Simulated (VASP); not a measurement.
# Li3Cu4C4O12 (a cell with a defect) in VASP: single point with PBEsol

Aim: the single point of Li3Cu4C4O12 (a cell with a defect) with PBEsol.

Program: VASP 6.6.1. These are calculated values, not measurements. Logs are shortened: lines on timing, memory, paths and dates and some standing lists are left out, and cuts for length are marked.

## Step 1: The cell of the first run

The cell holds a defect, 23 atoms: a = 5.277 Å, b = 5.876 Å, c = 9.119 Å, α = 90.00°, β = 90.00°, γ = 90.00°.

## Step 2: Single point, PBEsol

Input file INCAR:

```
PREC = Accurate
ENCUT = 650
EDIFF = 1E-6
ISMEAR = -1
SIGMA = 0.05
LREAL = Auto
LASPH = T
NELM = 120
ALGO = Normal
ISIF = 2
LWAVE = F
LCHARG = F
GGA = PS
NBANDS = 104
GGA_COMPAT = F
```

Input file KPOINTS:

```
Automatic mesh
0
Gamma
  2 2 1
```

Input file POSCAR:

```
Li3Cu4C4O12
1.0
   -5.2767030000      0.0000000000      0.0000000000
    0.0000000000     -5.8757940000      0.0000000000
    0.0000000000      0.0000000000      9.1192710000
Li Cu C O
3 4 4 12
Direct
    0.0100820531      0.1644543699      0.3775411434
    0.0332783558      0.7624671661      0.5951023936
    0.5566544109      0.3516971494      0.5834018969
    0.2530367921      0.2851359323     -0.0199906330
    0.2501751567      0.7642371397     -0.0007127763
    0.7357245613      0.7772055998      0.0046165971
    0.7790470678      0.2917903521      0.0068536180
    0.0165633730      0.7211791292      0.2609199792
    0.0134364204      0.2984958288      0.7101773815
    0.5054860961      0.2303348279      0.2598562977
    0.4966358728      0.8058995942      0.7227551413
    0.7954019773      0.7343007600      0.1900590519
    0.0310042085      0.7438313869      0.3961171896
    0.2269788540      0.6805378133      0.1927018070
    0.2375346879      0.2994829295      0.7655984782
   -0.0264559139      0.2458050776      0.5777106525
    0.8045554203      0.3436471735      0.7813124536
    0.3057212051      0.1894722654      0.1675462874
    0.4129093489      0.2741586924      0.3847347008
    0.7317827060      0.2541613950      0.2132297637
    0.7035643280      0.7941224624      0.7911378004
    0.4713170326      0.8107670214      0.5893563203
    0.2667764322      0.7971518402      0.7924865924
```

Potentials or basis: VASP PAW PBE potentials, release 64 (Li_sv, Cu_sv_GW, C, O).

Started as:

```sh
cat potpaw_PBE.64/Li_sv/POTCAR potpaw_PBE.64/Cu_sv_GW/POTCAR potpaw_PBE.64/C/POTCAR potpaw_PBE.64/O/POTCAR > POTCAR
mpirun -np 1 vasp_std > vasp.out
```

OUTCAR:

```text
PREC = Accurate
   ENCUT = 650
   EDIFF = 1E-6
   ISMEAR = -1
   LREAL = Auto
   LASPH = T
   NELM = 120
   ISIF = 2
   GGA = PS

 ion  position               nearest neighbor table
   1  0.010  0.164  0.378-  16 1.90  20 2.16  19 2.22
   2  0.033  0.762  0.595-  13 1.82  23 2.19
   3  0.557  0.352  0.583-  19 2.02  17 2.23
   4  0.253  0.285  0.980-  18 1.82  15 1.96   7 2.51
   5  0.250  0.764  0.999-  14 1.84  23 1.90   6 2.56
   6  0.736  0.777  0.005-  12 1.74  21 1.96   5 2.56
   7  0.779  0.292  0.007-  20 1.91  17 2.08   4 2.51
   8  0.017  0.721  0.261-  13 1.24  14 1.29  12 1.34
   9  0.013  0.298  0.710-  16 1.26  15 1.29  17 1.31
  10  0.505  0.230  0.260-  19 1.27  20 1.28  18 1.37
  11  0.497  0.806  0.723-  22 1.22  21 1.26  23 1.37
  12  0.795  0.734  0.190-   8 1.34   6 1.74
  13  0.031  0.744  0.396-   8 1.24   2 1.82
  14  0.227  0.681  0.193-   8 1.29   5 1.84
  15  0.238  0.299  0.766-   9 1.29   4 1.96
  16  0.974  0.246  0.578-   9 1.26   1 1.90
  17  0.805  0.344  0.781-   9 1.31   7 2.08   3 2.23
  18  0.306  0.189  0.168-  10 1.37   4 1.82
  19  0.413  0.274  0.385-  10 1.27   3 2.02   1 2.22
  20  0.732  0.254  0.213-  10 1.28   7 1.91   1 2.16
  21  0.704  0.794  0.791-  11 1.26   6 1.96
  22  0.471  0.811  0.589-  11 1.22
  23  0.267  0.797  0.792-  11 1.37   5 1.90   2 2.19

  LATTYP: Found a simple orthorhombic cell.
 ALAT       =     5.2767030000
 B/A-ratio  =     1.1135350995
 C/A-ratio  =     1.7282138108

  Lattice vectors:

 A1 = (  -5.2767030000,   0.0000000000,   0.0000000000)
 A2 = (   0.0000000000,  -5.8757940000,   0.0000000000)
 A3 = (   0.0000000000,   0.0000000000,   9.1192710000)

Analysis of symmetry for initial positions (statically):
=====================================================================
 Subroutine PRICEL returns:
 Original cell was already a primitive cell.

 Routine SETGRP: Setting up the symmetry group for a
 simple orthorhombic supercell.

 Subroutine GETGRP returns: Found  1 space group operations
 (whereof  1 operations were pure point group operations)
 out of a pool of  8 trial point group operations.

The static configuration has the point symmetry C_1 .

Analysis of symmetry for dynamics (positions and initial velocities):
=====================================================================
 Subroutine PRICEL returns:
 Original cell was already a primitive cell.

 Routine SETGRP: Setting up the symmetry group for a
 simple orthorhombic supercell.

 Subroutine GETGRP returns: Found  1 space group operations
 (whereof  1 operations were pure point group operations)
 out of a pool of  8 trial point group operations.

The dynamic configuration has the point symmetry C_1 .

 Subroutine INISYM returns: Found  1 space group operations
 (whereof  1 operations are pure point group operations),
 and found     1 'primitive' translations

----------------------------------------------------------------------------------------

                                     Primitive cell

  volume of cell :     282.7414

  direct lattice vectors                    reciprocal lattice vectors
    -5.276703000  0.000000000  0.000000000    -0.189512277  0.000000000  0.000000000
     0.000000000 -5.875794000  0.000000000     0.000000000 -0.170189765  0.000000000
     0.000000000  0.000000000  9.119271000     0.000000000  0.000000000  0.109657888

  length of vectors
     5.276703000  5.875794000  9.119271000     0.189512277  0.170189765  0.109657888

  position of ions in fractional coordinates (direct lattice)
     0.010082053  0.164454370  0.377541143
     0.033278356  0.762467166  0.595102394
     0.556654411  0.351697149  0.583401897
     0.253036792  0.285135932  0.980009367
     0.250175157  0.764237140  0.999287224
     0.735724561  0.777205600  0.004616597
[... 15 lines left out ...]
     0.471317033  0.810767021  0.589356320
     0.266776432  0.797151840  0.792486592

  ion indices of the primitive-cell ions
   primitive index   ion index
                 1           1
                 2           2
                 3           3
                 4           4
                 5           5
                 6           6
[... 15 lines left out ...]
                22          22
                23          23

----------------------------------------------------------------------------------------

 KPOINTS: Automatic mesh

Automatic generation of k-mesh.
 Grid dimensions read from file:
 generate k-points for:    2    2    1

 Generating k-lattice:

  Cartesian coordinates                     Fractional coordinates (reciprocal lattice)
    -0.094756138  0.000000000  0.000000000     0.500000000  0.000000000  0.000000000
     0.000000000 -0.085094882  0.000000000     0.000000000  0.500000000  0.000000000
     0.000000000  0.000000000  0.109657888     0.000000000  0.000000000  1.000000000

  Length of vectors
     0.094756138  0.085094882  0.109657888

  Shift w.r.t. Gamma in fractional coordinates (k-lattice)
     0.000000000  0.000000000  0.000000000

 Subroutine IBZKPT returns following result:
 ===========================================

 Found      4 irreducible k-points:

 Following reciprocal coordinates:
            Coordinates               Weight
  0.000000  0.000000  0.000000      1.000000
  0.500000  0.000000  0.000000      1.000000
  0.000000  0.500000  0.000000      1.000000
  0.500000  0.500000  0.000000      1.000000
   k-points           NKPTS =      4   k-points in BZ     NKDIM =      4   number of bands    NBANDS=    104
   number of dos      NEDOS =    301   number of ions     NIONS =     23
   total plane-waves  NPLWV = 192000
   dimension x,y,z NGX =    48 NGY =   50 NGZ =   80
   dimension x,y,z NGXF=    96 NGYF=  100 NGZF=  160
   ions per type =               3   4   4  12
   NGX,Y,Z   is equivalent  to a cutoff of  15.12, 14.15, 14.58 a.u.
   NGXF,Y,Z  is equivalent  to a cutoff of  30.25, 28.29, 29.17 a.u.
 SYSTEM =  unknown system
   PREC   = accura    normal or accurate (medium, high low for compatibility)
   ISTART =      0    job   : 0-new  1-cont  2-samecut
   ICHARG =      2    charge: 1-file 2-atom 10-const
   ISPIN  =      1    spin polarized calculation?
   LNONCOLLINEAR =      F non collinear calculations
   LSORBIT =      F    spin-orbit coupling
   LASPH  =      T    aspherical Exc in radial PAW
   ENCUT  =  650.0 eV  47.77 Ry    6.91 a.u.  10.97 12.21 18.96*2*pi/ulx,y,z
   NELM   =    120;   NELMIN=  2; NELMDL= -5     # of ELM steps
   EDIFF  = 0.1E-05   stopping-criterion for ELM
   LREAL  =      T    real-space projection
   EDIFFG = 0.1E-04   stopping-criterion for IOM
   NSW    =      0    number of steps for IOM
   IBRION =     -1    ionic relax: 0-MD 1-quasi-New 2-CG
   NFREE  =      0    steps in history (QN), initial steepest desc. (CG)
   ISIF   =      2    stress and relaxation
   ISYM   =      2    0-nonsym 1-usesym 2-fastsym
   POTIM  = 0.5000    time-step for ionic-motion
   TEBEG  =    0.0;   TEEND  =   0.0 temperature during run
   PSTRESS=    0.0 pullay stress
   NELECT =     173.0000    total number of electrons
   NUPDOWN=      -1.0000    fix difference up-down
   EMIN   =  10.00;   EMAX   =-10.00  energy-range for DOS
   EFERMI =   0.00;   METHOD = LEGACY
   ISMEAR =    -1;   SIGMA  =   0.05  broadening in eV -4-tet -1-fermi 0-gaus
   EFERMI_NEDOS =   21; number of points for ismear=-14 and -15
   IALGO  =     38    algorithm
   IMIX   =      4    mixing-type and parameters
     AMIX     =   0.40;   BMIX     =  1.00
     AMIX_MAG =   1.60;   BMIX_MAG =  1.00
  volume/ion in A,a.u.               =      12.29        82.96
  Fermi-wavevector in a.u.,A,eV,Ry     =   1.389826  2.626390 26.281234  1.931616
  Thomas-Fermi vector in A             =   2.513820
   LORBIT       =      0    0 simple, 1 ext, 2 COOP (PROOUT), +10 PAW based schemes
   GGA     = PS    functional components
   LHFCALC =     F    Hartree Fock is set to
   AEXX    =    0.0000 exact exchange contribution
   IVDW    =     0    specifies the selected vdW correction
   LEPSILON=     F    determine dielectric tensor
   LRPA    =     F    only Hartree local field effects (RPA)
 non-spin polarized calculation
  energy-cutoff  :      650.00
  volume of cell :      282.74
 maximum number of plane-waves:     10666
 NGX is ok and might be reduce to    48
   NGX = 21   NGY = 25   NGZ = 37

 number of electron     172.9999994 magnetization

 Free energy of the ion-electron system (eV)
  ---------------------------------------------------
  ext. energy  EPLUGINS =         0.00000000
  ---------------------------------------------------
  free energy    TOTEN  =      -151.23307785 eV

  energy without entropy =     -151.19349426  energy(sigma->0) =     -151.21328605

 E-fermi :   1.1092     XC(G=0):  -9.4440

 val. band max:        1.0540308674   @ k =   0.0000   0.5000   0.0000
 cond. band min:       1.1504807424   @ k =   0.0000   0.5000   0.0000
 fundamental gap:      0.0964498750
 Fermi energy:         1.1092419938

 k-point     1 :       0.0000    0.0000    0.0000
  band No.  band energies     occupation
      1    -110.6896      2.00000
      2    -110.5412      2.00000
      3    -110.2793      2.00000
      4    -110.1967      2.00000
      5     -68.4836      2.00000
      6     -68.3257      2.00000
[... 90 lines left out ...]
     97       6.8882      0.00000
     98       7.1870      0.00000

 k-point     2 :       0.5000    0.0000    0.0000
  band No.  band energies     occupation
      1    -110.6898      2.00000
      2    -110.5414      2.00000
      3    -110.2795      2.00000
      4    -110.1969      2.00000
      5     -68.4837      2.00000
      6     -68.3258      2.00000
[... 90 lines left out ...]
     97       6.9131      0.00000
     98       7.5005      0.00000

 k-point     3 :       0.0000    0.5000    0.0000
  band No.  band energies     occupation
      1    -110.6896      2.00000
      2    -110.5411      2.00000
      3    -110.2793      2.00000
      4    -110.1967      2.00000
      5     -68.4836      2.00000
      6     -68.3257      2.00000
[... 90 lines left out ...]
     97       7.3395      0.00000
     98       7.7147      0.00000

 k-point     4 :       0.5000    0.5000    0.0000
  band No.  band energies     occupation
      1    -110.6897      2.00000
      2    -110.5413      2.00000
      3    -110.2794      2.00000
      4    -110.1968      2.00000
      5     -68.4836      2.00000
      6     -68.3257      2.00000
[... 90 lines left out ...]
     97       7.9076      0.00000
     98       8.5324      0.00000
 [bands above 98 left out]

------------------------ aborting loop because EDIFF is reached ----------------------------------------

  FORCE on cell =-STRESS in cart. coord.  units (eV):
  Direction    XX          YY          ZZ          XY          YZ          ZX
  --------------------------------------------------------------------------------------
  -------------------------------------------------------------------------------------
  Total       -9.4252232     -3.4464381     -8.9730854     -0.4295133     -2.2556332      1.2309177
  in kB      -53.4088090    -19.5295275    -50.8467326     -2.4338729    -12.7817327      6.9750971
  external PRESSURE =     -41.2616897 kB  Pullay stress =       0.0000000 kB

 VOLUME and BASIS-vectors are now :
 -----------------------------------------------------------------------------
  energy-cutoff  :      650.00
  volume of cell :      282.74
      direct lattice vectors                 reciprocal lattice vectors
    -5.276703000  0.000000000  0.000000000    -0.189512277  0.000000000  0.000000000
     0.000000000 -5.875794000  0.000000000     0.000000000 -0.170189765  0.000000000
     0.000000000  0.000000000  9.119271000     0.000000000  0.000000000  0.109657888

 POSITION                                       TOTAL-FORCE (eV/Angst)
 -----------------------------------------------------------------------------------
     -0.05320     -0.96630      3.44290        -0.517840     -0.199348     -0.123388
     -0.17560     -4.48010      5.42690        -0.292574     -0.348948      0.388359
     -2.93730     -2.06650      5.32020         0.108875      0.293311     -0.005144
     -1.33520     -1.67540      8.93697        -0.710032      0.297946     -0.935318
     -1.32010     -4.49050      9.11277         0.181348      0.461974     -0.863301
     -3.88220     -4.56670      0.04210        -0.253884      0.104502     -2.497988
[... 15 lines left out ...]
     -2.48700     -4.76390      5.37450        -0.696673      0.133038     -2.335010
     -1.40770     -4.68390      7.22690        -0.797198     -0.183923      1.544139
 -----------------------------------------------------------------------------------
    total drift:                               -0.009146      0.003176      0.004608

  FREE ENERGIE OF THE ION-ELECTRON SYSTEM (eV)
  ---------------------------------------------------
  free  energy   TOTEN  =      -151.2330778511 eV

  energy  without entropy=     -151.1934942572  energy(sigma->0) =     -151.21328605
```

It took 5.3 min on 1 thread of AMD EPYC 9R45 (Zen 5), shared host; peak memory 0.49 GiB.

What came out:

| Property | Result |
| --- | --- |
| Free energy | -151.2331 eV |
| Pressure | -4.1 GPa |
| Largest force | 4.310 eV/Å |
| Band gap on the k mesh | zero (an odd number of electrons rules out a gap without spin polarisation) |

Forces in eV/Å, atoms in the order of the input:
```
Li  -0.518 -0.199 -0.123
Li  -0.293 -0.349  0.388
Li   0.109  0.293 -0.005
Cu  -0.710  0.298 -0.935
Cu   0.181  0.462 -0.863
Cu  -0.254  0.105 -2.498
Cu   0.163 -0.260 -1.072
C    0.196  0.127 -0.854
C    0.935  0.734 -0.044
C    4.052 -1.412 -0.402
C    3.385  0.326  1.244
O   -0.745 -0.257  1.683
O    0.978 -0.391  0.863
O   -0.174 -0.326 -1.239
O   -0.226 -0.228  1.226
O   -0.177 -0.044 -1.335
O    0.130  0.207  2.511
O   -0.883  0.392 -0.707
O   -1.954  0.560  0.942
O   -0.925  0.427 -0.111
O   -1.778 -0.415  2.122
O   -0.697  0.133 -2.335
O   -0.797 -0.184  1.544
```

Stress tensor (GPa, compression positive):
```
-5.34 -0.24  0.70
-0.24 -1.95 -1.28
 0.70 -1.28 -5.08
```

Levels at points of the mesh, in eV from the Fermi level:
| k point | band 84 | band 85 | band 86 | band 87 | band 88 | band 89 |
| --- | --- | --- | --- | --- | --- | --- |
| (0.00, 0.00, 0.00) | -0.52 | -0.44 | -0.13 | 0.19 | 2.22 | 2.42 |
| (0.50, 0.00, 0.00) | -0.73 | -0.62 | -0.34 | -0.24 | 2.32 | 2.78 |
| (0.00, 0.50, 0.00) | -0.48 | -0.48 | -0.06 | 0.04 | 2.21 | 2.73 |
| (0.50, 0.50, 0.00) | -0.95 | -0.90 | -0.61 | -0.42 | 2.34 | 2.93 |

Caveat: the k points lie up to 0.69 Å⁻¹ apart, too coarse for converged energies and pressures of a metal; the PAW data sets were made with another functional, which shifts forces and pressure a little; an odd number of electrons without spin polarisation forces a metal; a magnetic or distorted state may lie lower; semilocal functionals often make such compounds metallic where correlation or magnetic order opens a gap, which also shifts bond lengths. With open d or f shells a metallic result of PBEsol can be an artefact of self-interaction; +U or a hybrid may open a gap.

The gap in the log of VASP goes by the Fermi energy; the results here count the filled bands.